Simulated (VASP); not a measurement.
# TlHgS2 (I4/mmm) in VASP: single point with PBE

Aim: the single point of TlHgS2 with PBE.

Everything below comes from runs of VASP 6.6.1. Logs are shortened: lines on timing, memory, paths and dates and some standing lists are left out, and cuts for length are marked.

## 1. The cell of the first run

It takes space group I4/mmm (No. 139, tetragonal). Conventional cell: a = 5.932 Å, b = 5.932 Å, c = 5.475 Å, α = 90.00°, β = 90.00°, γ = 90.00°. Within 3.6 Å of Tl (site symmetry 4/mmm) lie 2 Hg at 2.74 Å and 8 S at 3.27 Å. Hg (site symmetry 4/mmm) has 2 Tl at 2.74 Å and 8 S at 3.27 Å within 3.6 Å. S (site symmetry -4m2) has 2 S at 2.74 Å and 4 Tl at 3.27 Å and 4 Hg at 3.27 Å within 3.6 Å.

The cell was built from a structure type or drawn by symmetry, and may not be a known phase.

## 2. Single point, PBE

File INCAR:

```
SYSTEM = TlHgS2
  ALGO = Normal
  EDIFF = 1E-6
  ENCUT = 520
  GGA = PE
  ISIF = 2
  ISMEAR = 0
  LASPH = .True.
  LCHARG = .False.
  LREAL = .False.
  LWAVE = .False.
  NBANDS = 26
  NELM = 80
  PREC = Accurate
  SIGMA = 0.1
```

File KPOINTS:

```
k-points
0
Gamma
  12 12 12
  0 0 0
```

File POSCAR:

```
TlHgS2
1.0
   -2.9660067194      2.9660067194      2.7373022295
    2.9660067194     -2.9660067194      2.7373022295
    2.9660067194      2.9660067194     -2.7373022295
Tl Hg S
1 1 2
Direct
    0.5000000000      0.5000000000      0.0000000000
    0.0000000000      0.0000000000      0.0000000000
    0.7500000000      0.2500000000      0.5000000000
    0.2500000000      0.7500000000      0.5000000000
```

Potentials or basis: VASP PAW PBE potentials, release 64 (Tl_d, Hg, S).

Launch:

```
> cat potpaw_PBE.64/Tl_d/POTCAR potpaw_PBE.64/Hg/POTCAR potpaw_PBE.64/S/POTCAR > POTCAR
> mpirun -np 1 vasp_std > vasp.out
```

OUTCAR:

```text
SYSTEM = TlHgS2
   EDIFF = 1E-6
   ENCUT = 520
   GGA = PE
   ISIF = 2
   ISMEAR = 0
   LASPH = .True.
   LREAL = .False.
   NELM = 80
   PREC = Accurate

 ion  position               nearest neighbor table
   1  0.500  0.500  0.000-   2 2.74   2 2.74   4 3.27   3 3.27   4 3.27   3 3.27   4 3.27   4 3.27
                             3 3.27   3 3.27
   2  0.000  0.000  0.000-   1 2.74   1 2.74   3 3.27   3 3.27   4 3.27   3 3.27   4 3.27   3 3.27
                             4 3.27   4 3.27
   3  0.750  0.250  0.500-   4 2.74   4 2.74   1 3.27   2 3.27   1 3.27   1 3.27   2 3.27   1 3.27
                             2 3.27   2 3.27
   4  0.250  0.750  0.500-   3 2.74   3 2.74   1 3.27   2 3.27   2 3.27   1 3.27   2 3.27   2 3.27
                             1 3.27   1 3.27

  LATTYP: Found a body centered tetragonal cell.
 ALAT       =     5.9320134388
 C/A-ratio  =     0.9228914458

  Lattice vectors:

 A1 = (  -2.9660067194,   2.9660067194,   2.7373022295)
 A2 = (   2.9660067194,  -2.9660067194,   2.7373022295)
 A3 = (   2.9660067194,   2.9660067194,  -2.7373022295)

Analysis of symmetry for initial positions (statically):
=====================================================================
 Subroutine PRICEL returns:
 Original cell was already a primitive cell.

 Routine SETGRP: Setting up the symmetry group for a
 body centered tetragonal supercell.

 Subroutine GETGRP returns: Found 16 space group operations
 (whereof 16 operations were pure point group operations)
 out of a pool of 16 trial point group operations.

The static configuration has the point symmetry D_4h.

Analysis of symmetry for dynamics (positions and initial velocities):
=====================================================================
 Subroutine PRICEL returns:
 Original cell was already a primitive cell.

 Routine SETGRP: Setting up the symmetry group for a
 body centered tetragonal supercell.

 Subroutine GETGRP returns: Found 16 space group operations
 (whereof 16 operations were pure point group operations)
 out of a pool of 16 trial point group operations.

The dynamic configuration has the point symmetry D_4h.

 Subroutine INISYM returns: Found 16 space group operations
 (whereof 16 operations are pure point group operations),
 and found     1 'primitive' translations

----------------------------------------------------------------------------------------

                                     Primitive cell

  volume of cell :      96.3223

  direct lattice vectors                    reciprocal lattice vectors
    -2.966006719  2.966006719  2.737302230     0.000000000  0.168576826  0.182661598
     2.966006719 -2.966006719  2.737302230     0.168576826  0.000000000  0.182661598
     2.966006719  2.966006719 -2.737302230     0.168576826  0.168576826  0.000000000

  length of vectors
     5.008713928  5.008713928  5.008713928     0.248562680  0.248562680  0.238403634

  position of ions in fractional coordinates (direct lattice)
     0.500000000  0.500000000  0.000000000
     0.000000000  0.000000000  0.000000000
     0.750000000  0.250000000  0.500000000
     0.250000000  0.750000000  0.500000000

  ion indices of the primitive-cell ions
   primitive index   ion index
                 1           1
                 2           2
                 3           3
                 4           4

----------------------------------------------------------------------------------------

 KPOINTS: k-points

Automatic generation of k-mesh.
 Grid dimensions read from file:
 generate k-points for:   12   12   12

 Generating k-lattice:

  Cartesian coordinates                     Fractional coordinates (reciprocal lattice)
     0.000000000  0.014048069  0.015221800     0.083333333  0.000000000 -0.000000000
     0.014048069  0.000000000  0.015221800     0.000000000  0.083333333 -0.000000000
     0.014048069  0.014048069  0.000000000     0.000000000  0.000000000  0.083333333

  Length of vectors
     0.020713557  0.020713557  0.019866970

  Shift w.r.t. Gamma in fractional coordinates (k-lattice)
     0.000000000  0.000000000  0.000000000

 Subroutine IBZKPT returns following result:
 ===========================================

 Found    163 irreducible k-points:

 Following reciprocal coordinates:
            Coordinates               Weight
  0.000000  0.000000  0.000000      1.000000
  0.083333 -0.000000  0.000000      8.000000
  0.166667  0.000000  0.000000      8.000000
  0.250000 -0.000000  0.000000      8.000000
  0.333333 -0.000000  0.000000      8.000000
  0.416667  0.000000  0.000000      8.000000
[... 16 lines left out ...]
  0.500000  0.166667  0.000000     16.000000
 -0.416667  0.166667  0.000000     16.000000
 [... further k-points ...]
   k-points           NKPTS =    163   k-points in BZ     NKDIM =    163   number of bands    NBANDS=     26
   number of dos      NEDOS =    301   number of ions     NIONS =      4
   total plane-waves  NPLWV =  64000
   dimension x,y,z NGX =    40 NGY =   40 NGZ =   40
   dimension x,y,z NGXF=    80 NGYF=   80 NGZF=   80
   ions per type =               1   1   2
   NGX,Y,Z   is equivalent  to a cutoff of  13.28, 13.28, 13.28 a.u.
   NGXF,Y,Z  is equivalent  to a cutoff of  26.55, 26.55, 26.55 a.u.
 SYSTEM =  TlHgS2
   PREC   = accura    normal or accurate (medium, high low for compatibility)
   ISTART =      0    job   : 0-new  1-cont  2-samecut
   ICHARG =      2    charge: 1-file 2-atom 10-const
   ISPIN  =      1    spin polarized calculation?
   LNONCOLLINEAR =      F non collinear calculations
   LSORBIT =      F    spin-orbit coupling
   LASPH  =      T    aspherical Exc in radial PAW
   ENCUT  =  520.0 eV  38.22 Ry    6.18 a.u.   9.31  9.31  9.31*2*pi/ulx,y,z
   NELM   =     80;   NELMIN=  2; NELMDL= -5     # of ELM steps
   EDIFF  = 0.1E-05   stopping-criterion for ELM
   LREAL  =      F    real-space projection
   EDIFFG = 0.1E-04   stopping-criterion for IOM
   NSW    =      0    number of steps for IOM
   IBRION =     -1    ionic relax: 0-MD 1-quasi-New 2-CG
   NFREE  =      0    steps in history (QN), initial steepest desc. (CG)
   ISIF   =      2    stress and relaxation
   ISYM   =      2    0-nonsym 1-usesym 2-fastsym
   POTIM  = 0.5000    time-step for ionic-motion
   TEBEG  =    0.0;   TEEND  =   0.0 temperature during run
   PSTRESS=    0.0 pullay stress
   NELECT =      37.0000    total number of electrons
   NUPDOWN=      -1.0000    fix difference up-down
   EMIN   =  10.00;   EMAX   =-10.00  energy-range for DOS
   EFERMI =   0.00;   METHOD = LEGACY
   ISMEAR =     0;   SIGMA  =   0.10  broadening in eV -4-tet -1-fermi 0-gaus
   EFERMI_NEDOS =   21; number of points for ismear=-14 and -15
   IALGO  =     38    algorithm
   IMIX   =      4    mixing-type and parameters
     AMIX     =   0.40;   BMIX     =  1.00
     AMIX_MAG =   1.60;   BMIX_MAG =  1.00
  volume/ion in A,a.u.               =      24.08       162.50
  Fermi-wavevector in a.u.,A,eV,Ry     =   1.190053  2.248875 19.268935  1.416227
  Thomas-Fermi vector in A             =   2.326147
   LORBIT       =      0    0 simple, 1 ext, 2 COOP (PROOUT), +10 PAW based schemes
   GGA     = PE    functional components
   LHFCALC =     F    Hartree Fock is set to
   AEXX    =    0.0000 exact exchange contribution
   IVDW    =     0    specifies the selected vdW correction
   LEPSILON=     F    determine dielectric tensor
   LRPA    =     F    only Hartree local field effects (RPA)
 non-spin polarized calculation
 Gauss-broadening in eV      SIGMA  =   0.10
  energy-cutoff  :      520.00
  volume of cell :       96.32
 maximum number of plane-waves:      2620
 NGX is ok and might be reduce to    40
   NGX = 19   NGY = 19   NGZ = 19

 number of electron      36.9999998 magnetization

 Free energy of the ion-electron system (eV)
  ---------------------------------------------------
  ext. energy  EPLUGINS =         0.00000000
  ---------------------------------------------------
  free energy    TOTEN  =        -9.25321348 eV

  energy without entropy =       -9.24566014  energy(sigma->0) =       -9.24943681

 E-fermi :   3.8521     XC(G=0):  -9.9408

 val. band max:        3.8428657656   @ k =   0.3333   0.0833   0.0000
 cond. band min:       3.8644790683   @ k =  -0.1667  -0.4167   0.0833
 fundamental gap:      0.0216133027
 Fermi energy:         3.8520890661

 k-point     1 :       0.0000    0.0000    0.0000
  band No.  band energies     occupation
      1      -9.2341      2.00000
      2      -7.6664      2.00000
      3      -7.1600      2.00000
      4      -7.1600      2.00000
      5      -6.9616      2.00000
      6      -6.9475      2.00000
[... 18 lines left out ...]
     25      10.0792      0.00000
     26      10.0792      0.00000

 k-point     2 :       0.0833   -0.0000    0.0000
  band No.  band energies     occupation
      1      -9.1954      2.00000
      2      -7.6430      2.00000
      3      -7.1707      2.00000
      4      -7.1549      2.00000
      5      -6.9865      2.00000
      6      -6.9464      2.00000
[... 18 lines left out ...]
     25       9.8125      0.00000
     26      10.3335      0.00000

 k-point     3 :       0.1667    0.0000    0.0000
  band No.  band energies     occupation
      1      -9.0822      2.00000
      2      -7.5774      2.00000
      3      -7.2304      2.00000
      4      -7.1411      2.00000
      5      -7.0304      2.00000
      6      -6.9433      2.00000
[... 18 lines left out ...]
     25       9.2617      0.00000
     26      10.8847      0.00000

 k-point     4 :       0.2500   -0.0000    0.0000
  band No.  band energies     occupation
      1      -8.9033      2.00000
      2      -7.4839      2.00000
      3      -7.3774      2.00000
      4      -7.1222      2.00000
      5      -7.0443      2.00000
      6      -6.9385      2.00000
[... 18 lines left out ...]
     25       9.5989      0.00000
     26      11.5815      0.00000
[... 496 lines left out ...]
      1      -8.3257      2.00000
      2      -7.8930      2.00000
      3      -7.3026      2.00000
      4      -7.0638      2.00000
      5      -7.0018      2.00000
      6      -6.9273      2.00000
[... 18 lines left out ...]
     25      10.8263      0.00000
     26      13.2042      0.00000

 k-point    23 :       0.5000    0.1667    0.0000
  band No.  band energies     occupation
      1      -8.5554      2.00000
      2      -7.6530      2.00000
      3      -7.3801      2.00000
      4      -7.0783      2.00000
      5      -6.9851      2.00000
      6      -6.9299      2.00000
[... 18 lines left out ...]
     25      10.3906      0.00000
     26      13.4071      0.00000

 k-point    24 :      -0.4167    0.1667    0.0000
  band No.  band energies     occupation
      1      -8.7657      2.00000
      2      -7.5006      2.00000
      3      -7.4613      2.00000
      4      -7.0991      2.00000
      5      -6.9822      2.00000
      6      -6.9342      2.00000
[... 18 lines left out ...]
     25      10.3175      0.00000
     26      12.6579      0.00000

 [... further k-points ...]

------------------------ aborting loop because EDIFF is reached ----------------------------------------

  FORCE on cell =-STRESS in cart. coord.  units (eV):
  Direction    XX          YY          ZZ          XY          YZ          ZX
  --------------------------------------------------------------------------------------
  -------------------------------------------------------------------------------------
  Total       -0.0072929     -0.0072929      0.1560894      0.0000000      0.0000000      0.0000000
  in kB       -0.1213058     -0.1213058      2.5963124      0.0000000      0.0000000      0.0000000
  external PRESSURE =       0.7845669 kB  Pullay stress =       0.0000000 kB

 VOLUME and BASIS-vectors are now :
 -----------------------------------------------------------------------------
  energy-cutoff  :      520.00
  volume of cell :       96.32
      direct lattice vectors                 reciprocal lattice vectors
    -2.966006719  2.966006719  2.737302230     0.000000000  0.168576826  0.182661598
     2.966006719 -2.966006719  2.737302230     0.168576826  0.000000000  0.182661598
     2.966006719  2.966006719 -2.737302230     0.168576826  0.168576826  0.000000000

 POSITION                                       TOTAL-FORCE (eV/Angst)
 -----------------------------------------------------------------------------------
      0.00000      0.00000      2.73730        -0.000000      0.000000     -0.000000
      0.00000      0.00000      0.00000        -0.000000      0.000000     -0.000000
     -0.00000      2.96601      1.36865         0.000000     -0.000000      0.000000
      2.96601     -0.00000      1.36865        -0.000000      0.000000      0.000000
 -----------------------------------------------------------------------------------
    total drift:                               -0.000000     -0.000000      0.000000

  FREE ENERGIE OF THE ION-ELECTRON SYSTEM (eV)
  ---------------------------------------------------
  free  energy   TOTEN  =        -9.2532134786 eV

  energy  without entropy=       -9.2456601439  energy(sigma->0) =       -9.24943681
```

Run time: 5 min. Hardware: 1 thread of Intel Xeon Platinum 8375C at 2.90GHz (Ice Lake), shared host; peak memory 0.55 GiB.

Results:

| Property | Result |
| --- | --- |
| Free energy | -9.2532 eV |
| Pressure | 0.1 GPa |
| Band gap on the k mesh | zero (an odd number of electrons rules out a gap without spin polarisation) |

Levels at points of the mesh, in eV from the Fermi level:
```
           k point  band 14  band 15  band 16  band 17  band 18  band 19  band 20  band 21  band 22  band 23
(0.00, 0.00, 0.00)    -3.89    -2.55    -2.55    -0.74    -0.74     0.68     0.77     2.84     3.13     3.13
(0.50, 0.00, 0.00)    -4.43    -2.16    -2.10    -1.26    -1.23    -0.43     0.15     4.13     4.87     5.33
(0.50, 0.50, 0.00)    -4.61    -2.34    -1.50    -0.63    -0.27     0.40     1.50     2.96     3.16     3.22
(0.50, 0.50, 0.50)    -4.52    -4.06    -4.06    -0.14    -0.14     0.82     0.92     2.97     5.54     5.54
```

Caveat: spin-orbit coupling is left out, which moves the levels of the heavy elements.
